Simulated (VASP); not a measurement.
# CdSe (P6_3mc) in VASP: relaxation of the atoms with PBEsol

Aim: the relaxation of the atoms of CdSe with PBEsol.

Everything below comes from runs of VASP 6.6.1. Logs are shortened: lines on timing, memory, paths and dates and some standing lists are left out, and cuts for length are marked.

## (1) The cell of the first run

The structure is hexagonal, space group P6_3mc (No. 186). Conventional cell: a = 4.283 Å, b = 4.283 Å, c = 7.127 Å, α = 90.00°, β = 90.00°, γ = 120.00°. Cd (site symmetry 3m) has 4 Se at 2.64 to 2.65 Å within 3.5 Å. Within 3.5 Å of Se (site symmetry 3m) lie 4 Cd at 2.64 to 2.65 Å.

## (2) Relaxation of the atoms, PBEsol (strained cell)

INCAR reads:

```
ALGO = Normal ; EDIFF = 1E-7
EDIFFG = -0.002 ; ENCUT = 450
GGA = PS ; GGA_COMPAT = False
IBRION = 2 ; ISIF = 2
ISMEAR = 0 ; LASPH = True
LCHARG = False ; LREAL = False
LWAVE = False ; NELM = 120
NELMIN = 4 ; NSW = 60
PREC = Accurate ; SIGMA = 0.02
```

KPOINTS reads:

```
k-points
0
Gamma
  9 9 4
```

POSCAR reads:

```
CdSe
1.0
    4.2826508187      0.0000000000      0.0000000000
   -2.1413254094      3.7088844046      0.0000000000
    0.0000000000      0.0000000000      7.1267160579
Cd Se
2 2
Direct
    0.3333333333      0.6666666667      0.0020902616
    0.6666666667      0.3333333333      0.5020902616
    0.3333333333      0.6666666667      0.3739097384
    0.6666666667      0.3333333333      0.8739097384
```

Potentials or basis: VASP PAW PBE potentials, release 64 (Cd, Se).

Started as:

```
> cat potpaw_PBE.64/Cd/POTCAR potpaw_PBE.64/Se/POTCAR > POTCAR
> mpirun -np 1 vasp_std > vasp.out
```

OUTCAR:

```text
EDIFF = 1E-7
   EDIFFG = -0.002
   ENCUT = 450
   GGA = PS
   IBRION = 2
   ISIF = 2
   ISMEAR = 0
   LASPH = True
   LREAL = False
   NELM = 120
   NELMIN = 4
   NSW = 60
   PREC = Accurate

 ion  position               nearest neighbor table
   1  0.333  0.667  0.002-   4 2.64   4 2.64   4 2.64   3 2.65
   2  0.667  0.333  0.502-   3 2.64   3 2.64   3 2.64   4 2.65
   3  0.333  0.667  0.374-   2 2.64   2 2.64   2 2.64   1 2.65
   4  0.667  0.333  0.874-   1 2.64   1 2.64   1 2.64   2 2.65

  LATTYP: Found a hexagonal cell.
 ALAT       =     4.2826508187
 C/A-ratio  =     1.6640899199

  Lattice vectors:

 A1 = (   4.2826508187,   0.0000000000,   0.0000000000)
 A2 = (  -2.1413254094,   3.7088844046,   0.0000000000)
 A3 = (   0.0000000000,   0.0000000000,   7.1267160579)

Analysis of symmetry for initial positions (statically):
=====================================================================
 Subroutine PRICEL returns:
 Original cell was already a primitive cell.

 Routine SETGRP: Setting up the symmetry group for a
 hexagonal supercell.

 Subroutine GETGRP returns: Found 12 space group operations
 (whereof  6 operations were pure point group operations)
 out of a pool of 24 trial point group operations.

The static configuration has the point symmetry C_3v.
 The point group associated with its full space group is C_6v.

Analysis of symmetry for dynamics (positions and initial velocities):
=====================================================================
 Subroutine PRICEL returns:
 Original cell was already a primitive cell.

 Routine SETGRP: Setting up the symmetry group for a
 hexagonal supercell.

 Subroutine GETGRP returns: Found 12 space group operations
 (whereof  6 operations were pure point group operations)
 out of a pool of 24 trial point group operations.

The dynamic configuration has the point symmetry C_3v.
 The point group associated with its full space group is C_6v.

 Subroutine INISYM returns: Found 12 space group operations
 (whereof  6 operations are pure point group operations),
 and found     1 'primitive' translations

----------------------------------------------------------------------------------------

                                     Primitive cell

  volume of cell :     113.1997

  direct lattice vectors                    reciprocal lattice vectors
     4.282650819  0.000000000  0.000000000     0.233500241  0.134811427  0.000000000
    -2.141325409  3.708884405  0.000000000     0.000000000  0.269622854  0.000000000
     0.000000000  0.000000000  7.126716058     0.000000000  0.000000000  0.140317082

  length of vectors
     4.282650819  4.282650819  7.126716058     0.269622854  0.269622854  0.140317082

  position of ions in fractional coordinates (direct lattice)
     0.333333333  0.666666667  0.002090262
     0.666666667  0.333333333  0.502090262
     0.333333333  0.666666667  0.373909738
     0.666666667  0.333333333  0.873909738

  ion indices of the primitive-cell ions
   primitive index   ion index
                 1           1
                 2           2
                 3           3
                 4           4

----------------------------------------------------------------------------------------

 KPOINTS: k-points

Automatic generation of k-mesh.
 Grid dimensions read from file:
 generate k-points for:    9    9    4

 Generating k-lattice:

  Cartesian coordinates                     Fractional coordinates (reciprocal lattice)
     0.025944471  0.014979047  0.000000000     0.111111111  0.000000000  0.000000000
     0.000000000  0.029958095  0.000000000     0.000000000  0.111111111  0.000000000
     0.000000000  0.000000000  0.035079270     0.000000000  0.000000000  0.250000000

  Length of vectors
     0.029958095  0.029958095  0.035079270

  Shift w.r.t. Gamma in fractional coordinates (k-lattice)
     0.000000000  0.000000000  0.000000000

 Subroutine IBZKPT returns following result:
 ===========================================

 Found     36 irreducible k-points:

 Following reciprocal coordinates:
            Coordinates               Weight
  0.000000  0.000000  0.000000      1.000000
  0.111111  0.000000  0.000000      6.000000
  0.222222  0.000000  0.000000      6.000000
  0.333333  0.000000  0.000000      6.000000
  0.444444  0.000000  0.000000      6.000000
  0.111111  0.111111  0.000000      6.000000
[... 16 lines left out ...]
  0.333333  0.222222  0.250000     24.000000
  0.333333  0.333333  0.250000      4.000000
 [... further k-points ...]
   k-points           NKPTS =     36   k-points in BZ     NKDIM =     36   number of bands    NBANDS=     22
   number of dos      NEDOS =    301   number of ions     NIONS =      4
   total plane-waves  NPLWV =  45000
   dimension x,y,z NGX =    30 NGY =   30 NGZ =   50
   dimension x,y,z NGXF=    60 NGYF=   60 NGZF=  100
   ions per type =               2   2
   NGX,Y,Z   is equivalent  to a cutoff of  11.65, 11.65, 11.66 a.u.
   NGXF,Y,Z  is equivalent  to a cutoff of  23.29, 23.29, 23.33 a.u.
 SYSTEM =  unknown system
   PREC   = accura    normal or accurate (medium, high low for compatibility)
   ISTART =      0    job   : 0-new  1-cont  2-samecut
   ICHARG =      2    charge: 1-file 2-atom 10-const
   ISPIN  =      1    spin polarized calculation?
   LNONCOLLINEAR =      F non collinear calculations
   LSORBIT =      F    spin-orbit coupling
   LASPH  =      T    aspherical Exc in radial PAW
   ENCUT  =  450.0 eV  33.07 Ry    5.75 a.u.   7.41  7.41 12.33*2*pi/ulx,y,z
   NELM   =    120;   NELMIN=  4; NELMDL= -5     # of ELM steps
   EDIFF  = 0.1E-06   stopping-criterion for ELM
   LREAL  =      F    real-space projection
   EDIFFG = -.2E-02   stopping-criterion for IOM
   NSW    =     60    number of steps for IOM
   IBRION =      2    ionic relax: 0-MD 1-quasi-New 2-CG
   NFREE  =      1    steps in history (QN), initial steepest desc. (CG)
   ISIF   =      2    stress and relaxation
   ISYM   =      2    0-nonsym 1-usesym 2-fastsym
   POTIM  = 0.5000    time-step for ionic-motion
   TEBEG  =    0.0;   TEEND  =   0.0 temperature during run
   PSTRESS=    0.0 pullay stress
   NELECT =      36.0000    total number of electrons
   NUPDOWN=      -1.0000    fix difference up-down
   EMIN   =  10.00;   EMAX   =-10.00  energy-range for DOS
   EFERMI =   0.00;   METHOD = LEGACY
   ISMEAR =     0;   SIGMA  =   0.02  broadening in eV -4-tet -1-fermi 0-gaus
   EFERMI_NEDOS =   21; number of points for ismear=-14 and -15
   IALGO  =     38    algorithm
   IMIX   =      4    mixing-type and parameters
     AMIX     =   0.40;   BMIX     =  1.00
     AMIX_MAG =   1.60;   BMIX_MAG =  1.00
  volume/ion in A,a.u.               =      28.30       190.98
  Fermi-wavevector in a.u.,A,eV,Ry     =   1.117448  2.111670 16.989449  1.248689
  Thomas-Fermi vector in A             =   2.254070
   LORBIT       =      0    0 simple, 1 ext, 2 COOP (PROOUT), +10 PAW based schemes
   GGA     = PS    functional components
   LHFCALC =     F    Hartree Fock is set to
   AEXX    =    0.0000 exact exchange contribution
   IVDW    =     0    specifies the selected vdW correction
   LEPSILON=     F    determine dielectric tensor
   LRPA    =     F    only Hartree local field effects (RPA)
 conjugate gradient relaxation of ions
 non-spin polarized calculation
 Gauss-broadening in eV      SIGMA  =   0.02
  energy-cutoff  :      450.00
  volume of cell :      113.20
 maximum number of plane-waves:      2475
 NGX is ok and might be reduce to    30
   NGX = 15   NGY = 15   NGZ = 25

--------------------------------------- Ionic step        1  -------------------------------------------

 number of electron      36.0000018 magnetization

 Free energy of the ion-electron system (eV)
  ---------------------------------------------------
  ext. energy  EPLUGINS =         0.00000000
  ---------------------------------------------------
  free energy    TOTEN  =       -12.34752235 eV

  energy without entropy =      -12.34752235  energy(sigma->0) =      -12.34752235

------------------------ aborting loop because EDIFF is reached ----------------------------------------

  FORCE on cell =-STRESS in cart. coord.  units (eV):
  Direction    XX          YY          ZZ          XY          YZ          ZX
  --------------------------------------------------------------------------------------
  -------------------------------------------------------------------------------------
  Total        0.1410711      0.1410711     -0.5125853     -0.0000000      0.0000000      0.0000000
  in kB        1.9966563      1.9966563     -7.2548976     -0.0000000      0.0000000      0.0000000
  external PRESSURE =      -1.0871950 kB  Pullay stress =       0.0000000 kB
[... 61 lines left out ...]
  energy  without entropy=      -12.3475342171  energy(sigma->0) =      -12.34753422

--------------------------------------- Ionic step        3  -------------------------------------------

 number of electron      36.0000018 magnetization

 Free energy of the ion-electron system (eV)
  ---------------------------------------------------
  ext. energy  EPLUGINS =         0.00000000
  ---------------------------------------------------
  free energy    TOTEN  =       -12.34753953 eV

  energy without entropy =      -12.34753953  energy(sigma->0) =      -12.34753953

 E-fermi :   0.9295     XC(G=0):  -9.0659

 val. band max:        0.7974960228   @ k =   0.0000   0.0000   0.0000
 cond. band min:       1.2853716268   @ k =   0.0000   0.0000   0.0000
 fundamental gap:      0.4878756040
 Fermi energy:         0.9294703190

 k-point     1 :       0.0000    0.0000    0.0000
  band No.  band energies     occupation
      1     -11.8270      2.00000
      2     -11.4584      2.00000
      3      -7.1257      2.00000
      4      -7.1091      2.00000
      5      -7.1091      2.00000
      6      -7.0413      2.00000
[... 574 lines left out ...]
      6      -6.8991      2.00000
[... 14 lines left out ...]
     21       5.2532      0.00000
     22       7.1836      0.00000

 [... further k-points ...]

------------------------ aborting loop because EDIFF is reached ----------------------------------------

  FORCE on cell =-STRESS in cart. coord.  units (eV):
  Direction    XX          YY          ZZ          XY          YZ          ZX
  --------------------------------------------------------------------------------------
  -------------------------------------------------------------------------------------
  Total        0.1262210      0.1262210     -0.4867221     -0.0000000      0.0000000      0.0000000
  in kB        1.7864743      1.7864743     -6.8888425     -0.0000000      0.0000000      0.0000000
  external PRESSURE =      -1.1052980 kB  Pullay stress =       0.0000000 kB
[... 19 lines left out ...]
  FREE ENERGIE OF THE ION-ELECTRON SYSTEM (eV)
  ---------------------------------------------------
  free  energy   TOTEN  =       -12.3475395293 eV

  energy  without entropy=      -12.3475395293  energy(sigma->0) =      -12.34753953

 reached required accuracy - stopping structural energy minimisation
```

It took 1.9 min on 1 thread of Intel Xeon Platinum 8375C at 2.90GHz (Ice Lake), shared host; peak memory 0.23 GiB.

What came out:

| Item | Value |
| --- | --- |
| Free energy | -12.3475 eV |
| Energy gained by relaxing | 0.0 meV/atom |
| Ionic steps | 3 |
| Pressure after relaxing | -0.1 GPa |
| Band gap on the k mesh | 0.49 eV |

Final structure:
```
Cd Se
1.0
     4.28265    0.00000    0.00000
    -2.14133    3.70888    0.00000
     0.00000    0.00000    7.12672
Cd Se
2 2
Direct
  0.33333 0.66667 0.00223
  0.66667 0.33333 0.50223
  0.33333 0.66667 0.37377
  0.66667 0.33333 0.87377
```

Caveat: the cell differs from its parent crystal (strained cell); the PAW data sets were made with another functional, which shifts forces and pressure a little.
